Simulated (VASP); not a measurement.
# SrTiO3 (Pm-3m) in VASP: further runs

SrTiO3 is run at these levels: r2SCAN; tasks: single point, relaxation of cell and atoms.

All numbers are computed with VASP 6.6.1; they aren't measurements. Logs are shortened: lines on timing, memory, paths and dates and some standing lists are left out, and cuts for length are marked.

**1. The cell of the first run**

The structure is cubic, space group Pm-3m (No. 221). Conventional cell: a = 3.913 Å, b = 3.913 Å, c = 3.913 Å, α = 90.00°, β = 90.00°, γ = 90.00°. Within 3.6 Å of Sr (site symmetry m-3m) lie 12 O at 2.77 Å and 8 Ti at 3.39 Å. Within 2.6 Å of Ti (site symmetry m-3m) lie 6 O at 1.96 Å. O (site symmetry 4/mmm) has 2 Ti at 1.96 Å within 2.6 Å.

**2. Single point, r2SCAN**

The input, POSCAR:

```
SrTiO3
1.0
    3.9127013100      0.0000000000      0.0000000000
    0.0000000000      3.9127013100      0.0000000000
    0.0000000000      0.0000000000      3.9127013100
Sr Ti O
1 1 3
Direct
    0.0000000000      0.0000000000      0.0000000000
    0.5000000000      0.5000000000      0.5000000000
    0.5000000000      0.0000000000      0.5000000000
    0.5000000000      0.5000000000      0.0000000000
    0.0000000000      0.5000000000      0.5000000000
```

The input, INCAR.step1:

```
PREC = Accurate
ENCUT = 520
ISMEAR = 0
SIGMA = 0.1
LREAL = F
LASPH = T
NELM = 60
NBANDS = 28
GGA = PE
ALGO = Normal
EDIFF = 1E-4
LWAVE = T
LCHARG = F
```

The input, INCAR.step2:

```
PREC = Accurate
ENCUT = 520
EDIFF = 1E-7
ISMEAR = 0
SIGMA = 0.1
LREAL = F
LASPH = T
NELM = 60
ALGO = Normal
ISIF = 2
LWAVE = F
LCHARG = F
METAGGA = R2SCAN
LMIXTAU = T
NBANDS = 28
ISTART = 1
```

The input, KPOINTS:

```
regular mesh
0
Gamma
  6 6 6
```

Potentials or basis: VASP PAW PBE potentials, release 64 (Sr_sv, Ti_sv, O).

The run is started by

```console
$ cat potpaw_PBE.64/Sr_sv/POTCAR potpaw_PBE.64/Ti_sv/POTCAR potpaw_PBE.64/O/POTCAR > POTCAR
$ cp INCAR.step1 INCAR
$ mpirun -np 1 vasp_std > vasp.out
$ cp INCAR.step2 INCAR
$ mpirun -np 1 vasp_std > vasp.out
```

OUTCAR:

```text
PREC = Accurate
   ENCUT = 520
   EDIFF = 1E-7
   ISMEAR = 0
   LREAL = F
   LASPH = T
   NELM = 60
   ISIF = 2
   METAGGA = R2SCAN
   ISTART = 1

 ion  position               nearest neighbor table
   1  0.000  0.000  0.000-   3 2.77   4 2.77   5 2.77   3 2.77   5 2.77   4 2.77   5 2.77   5 2.77
                             3 2.77   4 2.77   3 2.77   4 2.77   2 3.39   2 3.39   2 3.39   2 3.39
   2  0.500  0.500  0.500-   3 1.96   4 1.96   5 1.96   4 1.96   3 1.96   5 1.96   1 3.39   1 3.39
                             1 3.39   1 3.39   1 3.39   1 3.39   1 3.39   1 3.39
   3  0.500  0.000  0.500-   2 1.96   2 1.96   1 2.77   1 2.77   1 2.77   1 2.77
   4  0.500  0.500  0.000-   2 1.96   2 1.96   1 2.77   1 2.77   1 2.77   1 2.77
   5  0.000  0.500  0.500-   2 1.96   2 1.96   1 2.77   1 2.77   1 2.77   1 2.77

  LATTYP: Found a simple cubic cell.
 ALAT       =     3.9127013100

  Lattice vectors:

 A1 = (   3.9127013100,   0.0000000000,   0.0000000000)
 A2 = (   0.0000000000,   3.9127013100,   0.0000000000)
 A3 = (   0.0000000000,   0.0000000000,   3.9127013100)

Analysis of symmetry for initial positions (statically):
=====================================================================
 Subroutine PRICEL returns:
 Original cell was already a primitive cell.

 Routine SETGRP: Setting up the symmetry group for a
 simple cubic supercell.

 Subroutine GETGRP returns: Found 48 space group operations
 (whereof 48 operations were pure point group operations)
 out of a pool of 48 trial point group operations.

The static configuration has the point symmetry O_h .

Analysis of symmetry for dynamics (positions and initial velocities):
=====================================================================
 Subroutine PRICEL returns:
 Original cell was already a primitive cell.

 Routine SETGRP: Setting up the symmetry group for a
 simple cubic supercell.

 Subroutine GETGRP returns: Found 48 space group operations
 (whereof 48 operations were pure point group operations)
 out of a pool of 48 trial point group operations.

The dynamic configuration has the point symmetry O_h .

 Subroutine INISYM returns: Found 48 space group operations
 (whereof 48 operations are pure point group operations),
 and found     1 'primitive' translations

----------------------------------------------------------------------------------------

                                     Primitive cell

  volume of cell :      59.9005

  direct lattice vectors                    reciprocal lattice vectors
     3.912701310  0.000000000  0.000000000     0.255577904  0.000000000  0.000000000
     0.000000000  3.912701310  0.000000000     0.000000000  0.255577904  0.000000000
     0.000000000  0.000000000  3.912701310     0.000000000  0.000000000  0.255577904

  length of vectors
     3.912701310  3.912701310  3.912701310     0.255577904  0.255577904  0.255577904

  position of ions in fractional coordinates (direct lattice)
     0.000000000  0.000000000  0.000000000
     0.500000000  0.500000000  0.500000000
     0.500000000  0.000000000  0.500000000
     0.500000000  0.500000000  0.000000000
     0.000000000  0.500000000  0.500000000

  ion indices of the primitive-cell ions
   primitive index   ion index
                 1           1
                 2           2
                 3           3
                 4           4
                 5           5

----------------------------------------------------------------------------------------

 KPOINTS: regular mesh

Automatic generation of k-mesh.
 Grid dimensions read from file:
 generate k-points for:    6    6    6

 Generating k-lattice:

  Cartesian coordinates                     Fractional coordinates (reciprocal lattice)
     0.042596317  0.000000000  0.000000000     0.166666667  0.000000000  0.000000000
     0.000000000  0.042596317  0.000000000     0.000000000  0.166666667  0.000000000
     0.000000000  0.000000000  0.042596317     0.000000000  0.000000000  0.166666667

  Length of vectors
     0.042596317  0.042596317  0.042596317

  Shift w.r.t. Gamma in fractional coordinates (k-lattice)
     0.000000000  0.000000000  0.000000000

 Subroutine IBZKPT returns following result:
 ===========================================

 Found     20 irreducible k-points:

 Following reciprocal coordinates:
            Coordinates               Weight
  0.000000  0.000000  0.000000      1.000000
  0.166667  0.000000  0.000000      6.000000
  0.333333  0.000000  0.000000      6.000000
  0.500000  0.000000  0.000000      3.000000
  0.166667  0.166667  0.000000     12.000000
  0.333333  0.166667  0.000000     24.000000
[... 12 lines left out ...]
  0.500000  0.500000  0.333333      6.000000
  0.500000  0.500000  0.500000      1.000000
   k-points           NKPTS =     20   k-points in BZ     NKDIM =     20   number of bands    NBANDS=     28
   number of dos      NEDOS =    301   number of ions     NIONS =      5
   total plane-waves  NPLWV =  27000
   dimension x,y,z NGX =    30 NGY =   30 NGZ =   30
   dimension x,y,z NGXF=    60 NGYF=   60 NGZF=   60
   ions per type =               1   1   3
   NGX,Y,Z   is equivalent  to a cutoff of  12.75, 12.75, 12.75 a.u.
   NGXF,Y,Z  is equivalent  to a cutoff of  25.49, 25.49, 25.49 a.u.
 SYSTEM =  unknown system
   PREC   = accura    normal or accurate (medium, high low for compatibility)
   ISTART =      1    job   : 0-new  1-cont  2-samecut
   ICHARG =      0    charge: 1-file 2-atom 10-const
   ISPIN  =      1    spin polarized calculation?
   LNONCOLLINEAR =      F non collinear calculations
   LSORBIT =      F    spin-orbit coupling
   LASPH  =      T    aspherical Exc in radial PAW
   ENCUT  =  520.0 eV  38.22 Ry    6.18 a.u.   7.28  7.28  7.28*2*pi/ulx,y,z
   NELM   =     60;   NELMIN=  2; NELMDL=  0     # of ELM steps
   EDIFF  = 0.1E-06   stopping-criterion for ELM
   LREAL  =      F    real-space projection
   EDIFFG = 0.1E-05   stopping-criterion for IOM
   NSW    =      0    number of steps for IOM
   IBRION =     -1    ionic relax: 0-MD 1-quasi-New 2-CG
   NFREE  =      0    steps in history (QN), initial steepest desc. (CG)
   ISIF   =      2    stress and relaxation
   ISYM   =      2    0-nonsym 1-usesym 2-fastsym
   POTIM  = 0.5000    time-step for ionic-motion
   TEBEG  =    0.0;   TEEND  =   0.0 temperature during run
   PSTRESS=    0.0 pullay stress
   NELECT =      40.0000    total number of electrons
   NUPDOWN=      -1.0000    fix difference up-down
   EMIN   =  10.00;   EMAX   =-10.00  energy-range for DOS
   EFERMI =   0.00;   METHOD = LEGACY
   ISMEAR =     0;   SIGMA  =   0.10  broadening in eV -4-tet -1-fermi 0-gaus
   EFERMI_NEDOS =   21; number of points for ismear=-14 and -15
   IALGO  =     38    algorithm
   IMIX   =      4    mixing-type and parameters
     AMIX     =   0.40;   BMIX     =  1.00
     AMIX_MAG =   1.60;   BMIX_MAG =  1.00
  volume/ion in A,a.u.               =      11.98        80.85
  Fermi-wavevector in a.u.,A,eV,Ry     =   1.430929  2.704064 27.858721  2.047558
  Thomas-Fermi vector in A             =   2.550721
   LORBIT       =      0    0 simple, 1 ext, 2 COOP (PROOUT), +10 PAW based schemes
   METAGGA = R2SCAN    functional components
   LHFCALC =     F    Hartree Fock is set to
   AEXX    =    0.0000 exact exchange contribution
   IVDW    =     0    specifies the selected vdW correction
   LEPSILON=     F    determine dielectric tensor
   LRPA    =     F    only Hartree local field effects (RPA)
 non-spin polarized calculation
 Gauss-broadening in eV      SIGMA  =   0.10
  energy-cutoff  :      520.00
  volume of cell :       59.90
 maximum number of plane-waves:      1640
 NGX is ok and might be reduce to    30
   NGX = 15   NGY = 15   NGZ = 15

 number of electron      40.0000001 magnetization

 Free energy of the ion-electron system (eV)
  ---------------------------------------------------
  ext. energy  EPLUGINS =         0.00000000
  ---------------------------------------------------
  free energy    TOTEN  =       -63.33015676 eV

  energy without entropy =      -63.33015676  energy(sigma->0) =      -63.33015676

 E-fermi :   4.3580     XC(G=0): -11.9007

 val. band max:        3.8007816840   @ k =   0.5000   0.5000   0.5000
 cond. band min:       6.0633496412   @ k =   0.0000   0.0000   0.0000
 fundamental gap:      2.2625679572
 Fermi energy:         4.3580102337

 k-point     1 :       0.0000    0.0000    0.0000
  band No.  band energies     occupation
      1     -54.8999      2.00000
      2     -30.0929      2.00000
      3     -30.0929      2.00000
      4     -30.0929      2.00000
      5     -30.0877      2.00000
      6     -14.5960      2.00000
[... 20 lines left out ...]
     27       9.7663      0.00000
     28      10.8230      0.00000

 k-point     2 :       0.1667    0.0000    0.0000
  band No.  band energies     occupation
      1     -54.8995      2.00000
      2     -30.1547      2.00000
      3     -30.0922      2.00000
      4     -30.0922      2.00000
      5     -30.0396      2.00000
      6     -14.5973      2.00000
[... 20 lines left out ...]
     27      10.2363      0.00000
     28      11.4659      0.00000

 k-point     3 :       0.3333    0.0000    0.0000
  band No.  band energies     occupation
      1     -54.8987      2.00000
      2     -30.2144      2.00000
      3     -30.0908      2.00000
      4     -30.0908      2.00000
      5     -30.0067      2.00000
      6     -14.6856      2.00000
[... 20 lines left out ...]
     27      11.2556      0.00000
     28      12.5641      0.00000

 k-point     4 :       0.5000    0.0000    0.0000
  band No.  band energies     occupation
      1     -54.8983      2.00000
      2     -30.2395      2.00000
      3     -30.0901      2.00000
      4     -30.0901      2.00000
      5     -29.9949      2.00000
      6     -14.7525      2.00000
[... 454 lines left out ...]
     27      12.2356      0.00000
     28      12.3603      0.00000

 k-point    19 :       0.5000    0.5000    0.3333
  band No.  band energies     occupation
      1     -54.8954      2.00000
      2     -30.1654      2.00000
      3     -30.1654      2.00000
      4     -30.1454      2.00000
      5     -30.0332      2.00000
      6     -13.4727      2.00000
[... 20 lines left out ...]
     27      12.0695      0.00000
     28      12.5669      0.00000

 k-point    20 :       0.5000    0.5000    0.5000
  band No.  band energies     occupation
      1     -54.8951      2.00000
      2     -30.1646      2.00000
      3     -30.1646      2.00000
      4     -30.1645      2.00000
      5     -30.0288      2.00000
      6     -13.2887      2.00000
[... 20 lines left out ...]
     27      12.5670      0.00000
     28      12.5670      0.00000

------------------------ aborting loop because EDIFF is reached ----------------------------------------

  FORCE on cell =-STRESS in cart. coord.  units (eV):
  Direction    XX          YY          ZZ          XY          YZ          ZX
  --------------------------------------------------------------------------------------
  -------------------------------------------------------------------------------------
  Total        0.0306526      0.0306526      0.0306526     -0.0000000     -0.0000000     -0.0000000
  in kB        0.8198746      0.8198746      0.8198746     -0.0000000     -0.0000000     -0.0000000
  external PRESSURE =       0.8198746 kB  Pullay stress =       0.0000000 kB

 VOLUME and BASIS-vectors are now :
 -----------------------------------------------------------------------------
  energy-cutoff  :      520.00
  volume of cell :       59.90
      direct lattice vectors                 reciprocal lattice vectors
     3.912701310  0.000000000  0.000000000     0.255577904  0.000000000  0.000000000
     0.000000000  3.912701310  0.000000000     0.000000000  0.255577904  0.000000000
     0.000000000  0.000000000  3.912701310     0.000000000  0.000000000  0.255577904

 POSITION                                       TOTAL-FORCE (eV/Angst)
 -----------------------------------------------------------------------------------
      0.00000      0.00000      0.00000         0.000000      0.000000      0.000000
      1.95635      1.95635      1.95635         0.000000      0.000000      0.000000
      1.95635      0.00000      1.95635         0.000000      0.000000      0.000000
      1.95635      1.95635      0.00000         0.000000      0.000000      0.000000
      0.00000      1.95635      1.95635         0.000000      0.000000      0.000000
 -----------------------------------------------------------------------------------
    total drift:                                0.000000      0.000000     -0.000000

  FREE ENERGIE OF THE ION-ELECTRON SYSTEM (eV)
  ---------------------------------------------------
  free  energy   TOTEN  =       -63.3301567622 eV

  energy  without entropy=      -63.3301567622  energy(sigma->0) =      -63.33015676
```

It took 2.3 min on 1 thread of Intel Xeon Platinum 8375C at 2.90GHz (Ice Lake), shared host; peak memory 0.19 GiB.

What came out:

* Free energy: -63.3302 eV
* Pressure: 0.1 GPa
* Band gap on the k mesh: 2.26 eV (least direct gap 2.65 eV)

Caveat: the PAW data sets were made with another functional, which shifts forces and pressure a little. A k mesh can miss the band edges.

**3. Single point, r2SCAN**

This run uses another cell than the first one, of 11.93 Å³/atom.

Edit POSCAR of step 2 so:

```diff
@@ -2,5 +2,5 @@
 1.0
-    3.9127013100      0.0000000000      0.0000000000
-    0.0000000000      3.9127013100      0.0000000000
-    0.0000000000      0.0000000000      3.9127013100
+    3.9075129629      0.0000000000      0.0000000000
+    0.0000000000      3.9075129629      0.0000000000
+    0.0000000000      0.0000000000      3.9075129629
 Sr Ti O
```

The input, INCAR.step1:

```
SYSTEM = SrTiO3
PREC = Accurate
ENCUT = 520
ISMEAR = 0
SIGMA = 0.02
LREAL = .False.
LASPH = .True.
NELM = 80
NBANDS = 28
GGA = PE
ALGO = Normal
EDIFF = 1E-4
LWAVE = .True.
LCHARG = .False.
```

The input, INCAR.step2:

```
SYSTEM = SrTiO3
PREC = Accurate
ENCUT = 520
EDIFF = 1E-6
ISMEAR = 0
SIGMA = 0.02
LREAL = .False.
LASPH = .True.
NELM = 80
ALGO = Normal
ISIF = 2
LWAVE = .False.
LCHARG = .True.
METAGGA = R2SCAN
LMIXTAU = .True.
LELF = .True.
LVHAR = .True.
NBANDS = 28
ISTART = 1
```

The input, KPOINTS:

```
Automatic mesh
0
Gamma
  8 8 8
  0 0 0
```

Potentials or basis: VASP PAW PBE potentials, release 64 (Sr_sv, Ti_sv, O).

The run is started by

```console
$ cat potpaw_PBE.64/Sr_sv/POTCAR potpaw_PBE.64/Ti_sv/POTCAR potpaw_PBE.64/O/POTCAR > POTCAR
$ cp INCAR.step1 INCAR
$ mpirun -np 1 vasp_std > vasp.out
$ cp INCAR.step2 INCAR
$ mpirun -np 1 vasp_std > vasp.out
```

Run time: 3.4 min. Hardware: 1 thread of Intel Xeon Platinum 8375C at 2.90GHz (Ice Lake), shared host; peak memory 0.2 GiB.

It converged, with:

```yaml
Free_energy: -63.3298 eV
Pressure: 0.8 GPa
Band_gap_on_the_k_mesh: 2.27 eV (least direct gap 2.66 eV)
```

Levels at points of the mesh, in eV from the valence-band top:
| k point | band 18 | band 19 | band 20 | band 21 | band 22 | band 23 |
| --- | --- | --- | --- | --- | --- | --- |
| (0.00, 0.00, 0.00) | -0.38 | -0.38 | -0.38 | 2.27 | 2.27 | 2.27 |
| (0.50, 0.00, 0.00) | -2.00 | -0.77 | -0.77 | 2.43 | 4.17 | 4.17 |
| (0.50, 0.50, 0.00) | -1.60 | -1.60 | -0.09 | 4.18 | 4.18 | 4.66 |
| (0.50, 0.50, 0.50) | 0.00 | 0.00 | 0.00 | 4.87 | 4.87 | 4.87 |

Caveat: the PAW data sets were made with another functional, which shifts forces and pressure a little.

**4. Relaxation of cell and atoms, r2SCAN**

Edit POSCAR of step 3 so:

```diff
@@ -2,5 +2,5 @@
 1.0
-    3.9075129629      0.0000000000      0.0000000000
-    0.0000000000      3.9075129629      0.0000000000
-    0.0000000000      0.0000000000      3.9075129629
+    3.9127013100      0.0000000000      0.0000000000
+    0.0000000000      3.9127013100      0.0000000000
+    0.0000000000      0.0000000000      3.9127013100
 Sr Ti O
```

The input, INCAR.step1:

```
  PREC = Accurate
  ENCUT = 600
  ISMEAR = 0
  SIGMA = 0.02
  LREAL = F
  LASPH = T
  NELM = 80
  GGA = PE
  ALGO = Normal
  EDIFF = 1E-4
  LWAVE = T
  LCHARG = F
```

The input, INCAR.step2:

```
  PREC = Accurate
  ENCUT = 600
  EDIFF = 1E-7
  ISMEAR = 0
  SIGMA = 0.02
  LREAL = F
  LASPH = T
  NELM = 80
  ALGO = Normal
  ISIF = 3
  LWAVE = F
  LCHARG = F
  METAGGA = R2SCAN
  LMIXTAU = T
  IBRION = 2
  NSW = 100
  EDIFFG = -0.002
  ISTART = 1
```

The input, KPOINTS:

```
Automatic mesh
0
Gamma
  8 8 8
```

The run is started by

```console
$ cat potpaw_PBE.64/Sr_sv/POTCAR potpaw_PBE.64/Ti_sv/POTCAR potpaw_PBE.64/O/POTCAR > POTCAR
$ cp INCAR.step1 INCAR
$ mpirun -np 1 vasp_std > vasp.out
$ cp INCAR.step2 INCAR
$ mpirun -np 1 vasp_std > vasp.out
```

Wall time 3.8 min (1 thread of Intel Xeon Platinum 8375C at 2.90GHz (Ice Lake), shared host); peak memory 0.24 GiB.

The run converged. Its results:

```
Free energy                           : -63.3392 eV
Relaxed volume                        : 11.97 Å³/atom
Relaxed cell                          : a = 3.912 Å, b = 3.912 Å, c = 3.912 Å, α = 90.00°, β = 90.00°, γ = 90.00°
Space group after relaxing (to 0.1 Å) : Pm-3m (No. 221)
Energy gained by relaxing             : 0.0 meV/atom
Ionic steps                           : 3
Pressure after relaxing               : 0.0 GPa
Band gap on the k mesh                : 2.27 eV (least direct gap 2.65 eV)
```

Final structure:
```xyz
5
Lattice="3.9121 0.0000 0.0000 0.0000 3.9121 0.0000 0.0000 0.0000 3.9121" Properties=species:S:1:pos:R:3 pbc="T T T"
Sr    0.0000    0.0000    0.0000
Ti    1.9561    1.9561    1.9561
O     1.9561    0.0000    1.9561
O     1.9561    1.9561    0.0000
O     0.0000    1.9561    1.9561
```

Levels at points of the mesh, in eV from the valence-band top:
```
           k point  band 17  band 18  band 19  band 20  band 21  band 22  band 23  band 24
(0.00, 0.00, 0.00)    -1.20    -0.39    -0.39    -0.39     2.27     2.27     2.27     4.56
(0.50, 0.00, 0.00)    -2.35    -1.99    -0.77    -0.77     2.43     4.15     4.15     4.57
(0.50, 0.50, 0.00)    -1.80    -1.60    -1.60    -0.09     4.16     4.16     4.64     5.60
(0.50, 0.50, 0.50)    -3.78     0.00     0.00     0.00     4.85     4.85     4.85     7.61
```

Caveat: the PAW data sets were made with another functional, which shifts forces and pressure a little. A k mesh can miss the band edges.

**5. The runs side by side**

```csv
task,cell,k mesh,cutoff (eV),smearing,gap on the mesh (eV),pressure (GPa)
single point,"a = 3.913 Å, 5 atoms",6 × 6 × 6,520,gaussian 0.1 eV,2.26,0.1
single point,"a = 3.908 Å, 5 atoms",8 × 8 × 8,520,gaussian 0.02 eV,2.27,0.8
relaxation of cell and atoms,"relaxed from a = 3.913 Å, 5 atoms",8 × 8 × 8,600,gaussian 0.02 eV,2.27,0.0
```

Alike in all rows: level r2SCAN; potentials or basis VASP PAW PBE potentials, release 64 (Sr_sv, Ti_sv, O); no spin polarisation.

Caveats: the PAW data sets were made with another functional, which shifts forces and pressure a little.

Total energies depend on the potentials used, so only differences within one code and one set of settings carry meaning.
